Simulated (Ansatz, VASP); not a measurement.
# Two plane-wave programs on Lu3AlAs4

```
CELL_PARAMETERS angstrom
5.58768 0.00000 0.00000
0.00000 5.58768 0.00000
0.00000 0.00000 5.58768
ATOMIC_POSITIONS crystal
Al 0.00000 0.00000 0.00000
As 0.50000 0.50000 0.50000
As 0.00000 0.00000 0.50000
As 0.00000 0.50000 0.00000
As 0.50000 0.00000 0.00000
Lu 0.50000 0.50000 0.00000
Lu 0.50000 0.00000 0.50000
Lu 0.00000 0.50000 0.50000
```

Alike in both runs: task single point; functional PBE; k mesh 4 × 4 × 4; occupations fermi-dirac, width 0.02 eV; no spin polarisation.

|  | VASP | Ansatz |
| --- | --- | --- |
| version | VASP 6.6.1 | Ansatz 0.2.0 |
| potentials or method | VASP PAW PBE potentials, release 64 (Al, As, Lu) | plane waves, PAW |
| plane-wave cutoff (eV) | 520 | 420 |
| valence electrons in the cell | 98 | 138 |

|  | VASP | Ansatz | Ansatz less VASP |
| --- | --- | --- | --- |
| pressure (GPa) | 2.6 | 2.3 | -0.29 |

The functional is the same, so the differences come from potentials, cutoffs and numerics. VASP's potentials hold 98 valence electrons a cell and Ansatz's 138, so a difference there can come from the potentials and not from the codes.

Neither program's run includes spin-orbit coupling.
